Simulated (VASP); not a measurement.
Runs of VASP 6.6.1 on Zr. The structure is that of space group Fm-3m (No. 225), or close to it. The cells are those of the table. This isn't the form of Zr at room conditions, which is hcp.

```tsv
task	cell	smearing	gap on the mesh (eV)	pressure (GPa)
electric field gradients	a = 3.189, b = 3.189, c = 3.141 Å, angles 60.5, 60.5, 61.0°, 1 atom	fermi-dirac 0.05 eV	none	1.1
single point	a = 3.189 Å, angles 60.0°, 1 atom	fermi-dirac 0.01 eV	none	(a)
single point	a = 3.189 Å, angles 60.0°, 1 atom	fermi-dirac 0.28 eV	none	2.7
single point	a = 3.189, b = 3.189, c = 3.141 Å, angles 60.5, 60.5, 61.0°, 1 atom	fermi-dirac 0.05 eV	none	1.1
single point	a = 3.189 Å, angles 60.0°, 1 atom	tetrahedron	none	1.0
```

Alike in all rows: level PBE; potentials or basis VASP PAW PBE potentials, release 64 (Zr_sv); no spin polarisation; k mesh 16 × 16 × 16; cutoff (eV) 520.

Question: Fill in the values left out.

Answer: (a) 0.9.

Caveats: so wide a smearing shifts energies and pressures (at least some runs); tetrahedron occupations give inexact forces and stress in metals (at least some runs).

A k mesh can miss the band edges, and the runs leave out spin-orbit coupling on Zr.

A gap of «none» marks levels without a gap at the run's occupations.
